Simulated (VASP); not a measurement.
# SnSe2 (P-3m1) in VASP: single point with PBE+D3(BJ)

Aim: the single point of SnSe2 with PBE+D3(BJ).

All numbers are computed with VASP 6.6.1; they aren't measurements. Logs are shortened: lines on timing, memory, paths and dates and some standing lists are left out, and cuts for length are marked.

### Step 1. The cell of the first run

It takes space group P-3m1 (No. 164, trigonal). The conventional cell has a = 3.839 Å, b = 3.839 Å, c = 6.011 Å, α = 90.00°, β = 90.00°, γ = 120.00°. Within 3.6 Å of Sn (site symmetry -3m) lie 6 Se at 2.73 Å. Se (site symmetry 3m) has 3 Sn at 2.73 Å and 3 Se at 3.59 Å within 3.6 Å.

### Step 2. Single point, PBE+D3(BJ), non-collinear spin, zero start, spin-orbit coupling

INCAR reads:

```
ALGO = Normal ; EDIFF = 1E-7
ENCUT = 520 ; GGA = PE
GGA_COMPAT = F ; ISIF = 2
ISMEAR = 0 ; IVDW = 12
LASPH = T ; LCHARG = T
LNONCOLLINEAR = T ; LORBIT = 11
LORBMOM = T ; LREAL = F
LSORBIT = T ; LVHAR = T
LWAVE = F ; MAGMOM = 0 0 0 0 0 0 0 0 0
NBANDS = 39 ; NELM = 150
PREC = Accurate ; SIGMA = 0.02
```

KPOINTS reads:

```
k-points
0
Gamma
  12 12 6
```

POSCAR reads:

```
SnSe2
1.0
    3.8388190890      0.0000000000      0.0000000000
   -1.9194095445      3.3245148516      0.0000000000
    0.0000000000      0.0000000000      6.0109858019
Sn Se
1 2
Direct
    0.0000000000      0.0000000000      0.0000000000
    0.3333333333      0.6666666667      0.2651136450
    0.6666666667      0.3333333333      0.7348863550
```

Potentials or basis: VASP PAW PBE potentials, release 64 (Sn_d, Se).

On the command line:

```console
cat potpaw_PBE.64/Sn_d/POTCAR potpaw_PBE.64/Se/POTCAR > POTCAR
mpirun -np 1 vasp_ncl > vasp.out
```

OUTCAR:

```text
EDIFF = 1E-7
   ENCUT = 520
   GGA = PE
   ISIF = 2
   ISMEAR = 0
   IVDW = 12
   LASPH = T
   LNONCOLLINEAR = T
   LORBIT = 11
   LREAL = F
   LSORBIT = T
   NELM = 150
   PREC = Accurate
 IVDW          = 12

 ion  position               nearest neighbor table
   1  0.000  0.000  0.000-   2 2.73   3 2.73   2 2.73   3 2.73   3 2.73   2 2.73
   2  0.333  0.667  0.265-   1 2.73   1 2.73   1 2.73
   3  0.667  0.333  0.735-   1 2.73   1 2.73   1 2.73

  LATTYP: Found a hexagonal cell.
 ALAT       =     3.8388190890
 C/A-ratio  =     1.5658424277

  Lattice vectors:

 A1 = (   3.8388190890,   0.0000000000,   0.0000000000)
 A2 = (  -1.9194095445,   3.3245148516,   0.0000000000)
 A3 = (   0.0000000000,   0.0000000000,   6.0109858019)

Analysis of symmetry for initial positions (statically):
=====================================================================
 Subroutine PRICEL returns:
 Original cell was already a primitive cell.

 Routine SETGRP: Setting up the symmetry group for a
 hexagonal supercell.

 Subroutine GETGRP returns: Found 12 space group operations
 (whereof 12 operations were pure point group operations)
 out of a pool of 24 trial point group operations.

The static configuration has the point symmetry D_3d.

Analysis of symmetry for dynamics (positions and initial velocities):
=====================================================================
 Subroutine PRICEL returns:
 Original cell was already a primitive cell.

 Routine SETGRP: Setting up the symmetry group for a
 hexagonal supercell.

 Subroutine GETGRP returns: Found 12 space group operations
 (whereof 12 operations were pure point group operations)
 out of a pool of 24 trial point group operations.

The dynamic configuration has the point symmetry D_3d.

Analysis of structural, dynamic, and magnetic symmetry:
=====================================================================
 Subroutine PRICEL returns:
 Original cell was already a primitive cell.

 Routine SETGRP: Setting up the symmetry group for a
 hexagonal supercell.

 Subroutine GETGRP returns: Found 12 space group operations
 (whereof 12 operations were pure point group operations)
 out of a pool of 24 trial point group operations.

The overall configuration has the point symmetry D_3d.

 Subroutine INISYM returns: Found 12 space group operations
 (whereof 12 operations are pure point group operations),
 and found     1 'primitive' translations

----------------------------------------------------------------------------------------

                                     Primitive cell

  volume of cell :      76.7135

  direct lattice vectors                    reciprocal lattice vectors
     3.838819089  0.000000000  0.000000000     0.260496777  0.150397884  0.000000000
    -1.919409544  3.324514852  0.000000000     0.000000000  0.300795769  0.000000000
     0.000000000  0.000000000  6.010985802     0.000000000  0.000000000  0.166362063

  length of vectors
     3.838819089  3.838819089  6.010985802     0.300795769  0.300795769  0.166362063

  position of ions in fractional coordinates (direct lattice)
     0.000000000  0.000000000  0.000000000
     0.333333333  0.666666667  0.265113645
     0.666666667  0.333333333  0.734886355

  ion indices of the primitive-cell ions
   primitive index   ion index
                 1           1
                 2           2
                 3           3

----------------------------------------------------------------------------------------

 KPOINTS: k-points

Automatic generation of k-mesh.
 Grid dimensions read from file:
 generate k-points for:   12   12    6

 Generating k-lattice:

  Cartesian coordinates                     Fractional coordinates (reciprocal lattice)
     0.021708065  0.012533157  0.000000000     0.083333333  0.000000000  0.000000000
     0.000000000  0.025066314  0.000000000     0.000000000  0.083333333  0.000000000
     0.000000000  0.000000000  0.027727011     0.000000000  0.000000000  0.166666667

  Length of vectors
     0.025066314  0.025066314  0.027727011

  Shift w.r.t. Gamma in fractional coordinates (k-lattice)
     0.000000000  0.000000000  0.000000000

 Subroutine IBZKPT returns following result:
 ===========================================

 Found    100 irreducible k-points:

 Following reciprocal coordinates:
            Coordinates               Weight
  0.000000  0.000000  0.000000      1.000000
  0.083333 -0.000000  0.000000      6.000000
  0.166667  0.000000  0.000000      6.000000
  0.250000 -0.000000  0.000000      6.000000
  0.333333 -0.000000  0.000000      6.000000
  0.416667 -0.000000  0.000000      6.000000
[... 16 lines left out ...]
  0.166667  0.000000  0.166667      6.000000
[... 28 lines left out ...]
   POTIM  = 0.5000    time-step for ionic-motion
   TEBEG  =    0.0;   TEEND  =   0.0 temperature during run
   PSTRESS=    0.0 pullay stress
   NELECT =      26.0000    total number of electrons
   NUPDOWN=      -1.0000    fix difference up-down
   EMIN   =  10.00;   EMAX   =-10.00  energy-range for DOS
   EFERMI =   0.00;   METHOD = LEGACY
   ISMEAR =     0;   SIGMA  =   0.02  broadening in eV -4-tet -1-fermi 0-gaus
   EFERMI_NEDOS =   21; number of points for ismear=-14 and -15
   IALGO  =     38    algorithm
   IMIX   =      4    mixing-type and parameters
     AMIX     =   0.40;   BMIX     =  1.00
     AMIX_MAG =   1.60;   BMIX_MAG =  1.00
  volume/ion in A,a.u.               =      25.57       172.56
  Fermi-wavevector in a.u.,A,eV,Ry     =   1.141411  2.156954 17.725931  1.302819
  Thomas-Fermi vector in A             =   2.278111
   LORBIT       =     11    0 simple, 1 ext, 2 COOP (PROOUT), +10 PAW based schemes
   GGA     = PE    functional components
   LHFCALC =     F    Hartree Fock is set to
   AEXX    =    0.0000 exact exchange contribution
   IVDW    =    12    specifies the selected vdW correction
   LEPSILON=     F    determine dielectric tensor
   LRPA    =     F    only Hartree local field effects (RPA)
 Gauss-broadening in eV      SIGMA  =   0.02
  energy-cutoff  :      520.00
  volume of cell :       76.71
 maximum number of plane-waves:      4196
 NGX is ok and might be reduce to    30
   NGX = 15   NGY = 15   NGZ = 23

 number of electron      26.0000000 magnetization       0.0000000      0.0000000      0.0000000

 number of electron      26.0000002 magnetization       0.0000000     -0.0000000      0.0000000

 number of electron      26.0000002 magnetization      -0.0000000     -0.0000000      0.0000000

 Free energy of the ion-electron system (eV)
  ---------------------------------------------------
  ext. energy  EPLUGINS =         0.00000000
  ---------------------------------------------------
  free energy    TOTEN  =       -11.89734667 eV

  energy without entropy =      -11.89734667  energy(sigma->0) =      -11.89734667

 E-fermi :   4.6546     XC(G=0):  -9.5635

 val. band max:        4.4725797608   @ k =   0.0833   0.0833   0.0000
 cond. band min:       4.8049485622   @ k =   0.0000   0.4167   0.3333
 fundamental gap:      0.3323688014
 Fermi energy:         4.6546235692

 k-point     1 :       0.0000    0.0000    0.0000
  band No.  band energies     occupation
      1     -17.5653      1.00000
      2     -17.5653      1.00000
      3     -17.5453      1.00000
      4     -17.5453      1.00000
      5     -16.5430      1.00000
      6     -16.5430      1.00000
[... 973 lines left out ...]
     37      12.1577      0.00000
     38      12.1577      0.00000

 [... further k-points ...]

 [bands above 38 left out]

------------------------ aborting loop because EDIFF is reached ----------------------------------------

 Edisp (eV)   -1.09202

 E8    (eV) :    -0.4780

  FORCE on cell =-STRESS in cart. coord.  units (eV):
  Direction    XX          YY          ZZ          XY          YZ          ZX
  --------------------------------------------------------------------------------------
  -------------------------------------------------------------------------------------
  Total       0.07815     0.07815     0.06672     0.00000     0.00000    -0.00000
  in kB       1.63213     1.63213     1.39343     0.00000     0.00000    -0.00000
  external pressure =        1.55 kB  Pullay stress =        0.00 kB

 VOLUME and BASIS-vectors are now :
 -----------------------------------------------------------------------------
  energy-cutoff  :      520.00
  volume of cell :       76.71
      direct lattice vectors                 reciprocal lattice vectors
     3.838819089  0.000000000  0.000000000     0.260496777  0.150397884  0.000000000
    -1.919409544  3.324514852  0.000000000     0.000000000  0.300795769  0.000000000
     0.000000000  0.000000000  6.010985802     0.000000000  0.000000000  0.166362063

 POSITION                                       TOTAL-FORCE (eV/Angst)
 -----------------------------------------------------------------------------------
      0.00000      0.00000      0.00000        -0.000000      0.000000      0.000000
     -0.00000      2.21634      1.59359        -0.000000     -0.000000      0.024232
      1.91941      1.10817      4.41739         0.000000      0.000000     -0.024232
 -----------------------------------------------------------------------------------
    total drift:                               -0.000000      0.000000      0.000000

  FREE ENERGIE OF THE ION-ELECTRON SYSTEM (eV)
  ---------------------------------------------------
  free  energy   TOTEN  =       -12.9893620951 eV

  energy  without entropy=      -12.9893620951  energy(sigma->0) =      -12.98936210

 orbital moment (x)

 # of ion     p       d       tot
 ----------------------------------------
  1        -0.000  -0.000  -0.000
  2         0.000   0.000   0.000
  3        -0.000   0.000   0.000
 ----------------------------------------
            0.000   0.000   0.000

 orbital moment (y)

 # of ion     p       d       tot
 ----------------------------------------
  1        -0.000  -0.000  -0.000
  2        -0.000   0.000  -0.000
  3        -0.000   0.000  -0.000
 ----------------------------------------
           -0.000   0.000  -0.000

 orbital moment (z)

 # of ion     p       d       tot
 ----------------------------------------
  1         0.000   0.000   0.000
  2         0.000  -0.000  -0.000
  3         0.000  -0.000  -0.000
 ----------------------------------------
            0.000  -0.000  -0.000

 Spin-Orbit-Coupling matrix elements

 Ion:    1  E_soc:     -0.0902539
 l=   1
     0.0000000    -0.0090208    -0.0090200
    -0.0090208     0.0000000    -0.0090208
    -0.0090200    -0.0090208     0.0000000
 l=   2
     0.0000000    -0.0011959     0.0000000    -0.0011959    -0.0048292
    -0.0011959     0.0000000    -0.0036267    -0.0011993    -0.0011959
     0.0000000    -0.0036267     0.0000000    -0.0036267     0.0000000
    -0.0011959    -0.0011993    -0.0036267     0.0000000    -0.0011959
    -0.0048292    -0.0011959     0.0000000    -0.0011959     0.0000000
 l=   3
     0.0000000     0.0000000     0.0000000     0.0000000     0.0000000     0.0000000     0.0000000
     0.0000000     0.0000000     0.0000000     0.0000000     0.0000000     0.0000000     0.0000000
     0.0000000     0.0000000     0.0000000     0.0000000     0.0000000     0.0000000     0.0000000
     0.0000000     0.0000000     0.0000000     0.0000000     0.0000000     0.0000000     0.0000000
[... 29 lines left out ...]
 l=   2
     0.0000000    -0.0000001     0.0000000    -0.0000001    -0.0000022
    -0.0000001     0.0000000     0.0000018     0.0000038    -0.0000001
     0.0000000     0.0000018     0.0000000     0.0000018     0.0000000
    -0.0000001     0.0000038     0.0000018     0.0000000    -0.0000001
    -0.0000022    -0.0000001     0.0000000    -0.0000001     0.0000000
 l=   3
     0.0000000     0.0000000     0.0000000     0.0000000     0.0000000     0.0000000     0.0000000
     0.0000000     0.0000000     0.0000000     0.0000000     0.0000000     0.0000000     0.0000000
     0.0000000     0.0000000     0.0000000     0.0000000     0.0000000     0.0000000     0.0000000
     0.0000000     0.0000000     0.0000000     0.0000000     0.0000000     0.0000000     0.0000000
     0.0000000     0.0000000     0.0000000     0.0000000     0.0000000     0.0000000     0.0000000
     0.0000000     0.0000000     0.0000000     0.0000000     0.0000000     0.0000000     0.0000000
     0.0000000     0.0000000     0.0000000     0.0000000     0.0000000     0.0000000     0.0000000

 total charge

# of ion       s       p       d       tot
------------------------------------------
    1        1.068   1.006  10.091  12.164
    2        1.488   2.298   0.028   3.813
    3        1.488   2.298   0.028   3.813
--------------------------------------------------
tot          4.043   5.602  10.146  19.790

 magnetization (x)

# of ion       s       p       d       tot
------------------------------------------
    1        0.000   0.000   0.000   0.000
    2        0.000   0.000   0.000   0.000
    3        0.000   0.000   0.000   0.000
--------------------------------------------------
tot          0.000   0.000   0.000   0.000

 magnetization (y)

# of ion       s       p       d       tot
------------------------------------------
    1       -0.000  -0.000  -0.000  -0.000
    2        0.000   0.000   0.000   0.000
    3        0.000   0.000   0.000   0.000
--------------------------------------------------
tot         -0.000   0.000   0.000   0.000

 magnetization (z)

# of ion       s       p       d       tot
------------------------------------------
    1        0.000   0.000   0.000   0.000
    2        0.000   0.000   0.000   0.000
    3        0.000   0.000   0.000   0.000
--------------------------------------------------
tot          0.000   0.000   0.000   0.000
```

It took 11 min on 1 thread of Oxide Virtual Turin-like, shared host; peak memory 0.62 GiB.

What came out:

```
Free energy                                           : -12.9894 eV
Pressure                                              : 0.2 GPa
Largest force                                         : 0.024 eV/Å
Net moment                                            : 0.00 μB per cell
Valence electrons inside the program's atomic spheres : Sn 12.16; Se 3.81
Dispersion energy per atom                            : -0.364 eV
```

Forces on the atoms (eV/Å):
```
Sn   0.000  0.000  0.000
Se   0.000  0.000  0.024
Se   0.000  0.000 -0.024
```

Moments on the atoms (μB; x, y, z):
```
Sn  0.00 0.00 0.00
Se  0.00 0.00 0.00
Se  0.00 0.00 0.00
```
